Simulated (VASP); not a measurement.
W, 1 atom in the cell. The structure is orthorhombic, space group Fmmm (No. 69). The conventional cell has a = 3.195 Å, b = 4.264 Å, c = 4.772 Å, α = 90.00°, β = 90.00°, γ = 90.00°. W (site symmetry mmm) has 14 W at 2.66 to 3.20 Å within 3.5 Å.  This cell differs from its parent crystal: strain +0.1125 x Voigt [0, 0, 0, 1, 0, 0].

| Property | Result |
| --- | --- |
| Program | VASP 6.6.1 |
| Task | single point |
| Functional | PBE |
| Potentials or basis | VASP PAW PBE potentials, release 64 (W_sv) |
| Cutoff | 520 eV |
| k mesh | 20 × 20 × 20 |
| Occupations | gaussian, width 0.15 eV |
| Spin | no spin polarisation |
| Dipole correction | no |
| Further INCAR settings | ALGO = Fast; EDIFF = 1e-06; NBANDS = 13 |

Potentials or basis: VASP PAW PBE potentials, release 64 (W_sv).

Run with:

```bash
$ cat potpaw_PBE.64/W_sv/POTCAR > POTCAR
$ mpirun -np 1 vasp_std > vasp.out
```

Hardware: 1 thread of Intel Xeon 8259CL, on a shared host.

Estimate the wall time of this run.

Run time: 5.3 min on 1 thread of Intel Xeon 8259CL, on a shared host, peak memory 0.33 GiB. Counts: scf iterations 12, k points 1166.
